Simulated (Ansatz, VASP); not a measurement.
**Y3NbO in VASP and in Ansatz**

```
Y Nb O
1.0
     6.63380    0.00000    0.00000
    -3.31690    5.74504    0.00000
     0.00000    0.00000    3.83353
Y Nb O
3 1 1
Direct
  0.50000 0.00000 0.50000
  0.00000 0.50000 0.50000
  0.50000 0.50000 0.50000
  0.00000 0.00000 0.50000
  0.00000 0.00000 0.00000
```

Alike in both runs: functional PBE; k mesh 6 × 6 × 4; occupations gaussian, width 0.1 eV; no spin polarisation.

Ansatz relaxed the structure, and its values are those at the end. VASP's run is a single point on that final structure, the one shown.

```csv
,VASP,Ansatz
version,VASP 6.6.1,Ansatz 0.2.0
potentials or method,"VASP PAW PBE potentials, release 64 (Y_sv, Nb_sv, O), cutoff 520 eV","scalar-relativistic, plane waves, PAW"
valence electrons in the cell,52,52
```

Ansatz gave:

* gap on the k mesh at the Fermi level (eV): none
* pressure (GPa): 0.1

Which values does VASP return?

gap on the k mesh at the Fermi level (eV): none; pressure (GPa): 0.0.

A gap of «none» marks a metal or a gap that the smearing closes. With one functional, cell and mesh, what is left measures potentials, basis and numerics.

The k mesh is coarse, so the values compare programs but aren't converged.
